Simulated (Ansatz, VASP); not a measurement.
**HfO2 in VASP and in Ansatz**

The input INCAR:

```
PREC = Accurate ; ENCUT = 520
EDIFF = 1E-6 ; ISMEAR = -1
SIGMA = 0.05 ; LREAL = False
LASPH = True ; NELM = 100
ALGO = Normal ; ISIF = 2
LWAVE = False ; LCHARG = True
GGA = PE ; LELF = True
LVHAR = True ; NBANDS = 31
```

File KPOINTS:

```
regular mesh
0
Gamma
  6 6 5
```

Contents of POSCAR:

```
HfO2
1.0
    3.7003401032      0.0000000000      0.0000000000
    0.0000000000      3.7003401032      0.0000000000
    0.0000000000      0.0000000000      5.1718612100
Hf O
2 4
Direct
    0.0000000000      0.0000000000      0.0000000000
    0.5000000000      0.5000000000      0.5000000000
    0.0000000000      0.5000000000      0.1972078800
    0.5000000000      0.0000000000      0.3027921200
    0.5000000000      0.0000000000      0.8027921200
    0.0000000000      0.5000000000      0.6972078800
```

input.yaml

```yaml
crystal:
  lattice:
    - [3.7003401032, 0.0, 0.0]
    - [0.0, 3.7003401032, 0.0]
    - [0.0, 0.0, 5.17186121]
  atoms:
    - { symbol: Hf, position: [0.0, 0.0, 0.0] }
    - { symbol: Hf, position: [0.5, 0.5, 0.5] }
    - { symbol: O, position: [0.0, 0.5, 0.19720788] }
    - { symbol: O, position: [0.5, 0.0, 0.30279212] }
    - { symbol: O, position: [0.5, 0.0, 0.80279212] }
    - { symbol: O, position: [0.0, 0.5, 0.69720788] }
hamiltonian:
  xc: pbe
  pseudopotentials: { kind: paw }
kpoints:
  mp_grid: { grid: [6, 6, 5] }
  band_path:
    path:
      - [[0.0, 0.0, 0.0], [0.0, 0.5, 0.0], [0.5, 0.5, 0.0], [0.0, 0.0, 0.0], [0.0, 0.0, 0.5], [0.0, 0.5, 0.5], [0.5, 0.5, 0.5], [0.0, 0.0, 0.5]]
      - [[0.0, 0.5, 0.0], [0.0, 0.5, 0.5]]
      - [[0.5, 0.5, 0.0], [0.5, 0.5, 0.5]]
    npoints: 14
scf:
  occupations: { method: fermi_dirac, width: 0.05 }
  n_extra_bands: 15
output:
  forces: true
  stress: true
  eigenvalues: true
  fatbands: false
```

Alike in both runs: functional PBE; k mesh 6 × 6 × 5; occupations fermi-dirac, width 0.05 eV; no spin polarisation.

|  | VASP | Ansatz |
| --- | --- | --- |
| version | VASP 6.6.1 | Ansatz 0.2.0 |
| potentials or method | VASP PAW PBE potentials, release 64 (Hf_pv, O) | Ansatz PAW |
| plane-wave cutoff (eV) | 520 | 420 |
| valence electrons in the cell | 44 | 76 |
| task | single point | band structure |

|  | VASP | Ansatz | Ansatz less VASP |
| --- | --- | --- | --- |
| gap on the k mesh at the Fermi level (eV) | 4.07 | 4.12 | +0.045 |
| least direct gap on the mesh (eV) | 4.13 | 4.17 | +0.040 |
| pressure (GPa) | -12.3 | -9.4 | +2.94 |
| traceless stress, the component that is largest in VASP (GPa) | 9.72 | 9.46 | -0.265 |
| rms of the force components (eV/Å) | 0.080 | 0.059 | -0.0210 |

Atom by atom the forces differ by 0.021 eV/Å (rms over components). The functional is the same, so the differences come from potentials, cutoffs and numerics. VASP's potentials hold 44 valence electrons a cell and Ansatz's 76, so a difference there can come from the potentials and not from the codes.

Spin-orbit coupling is off throughout.
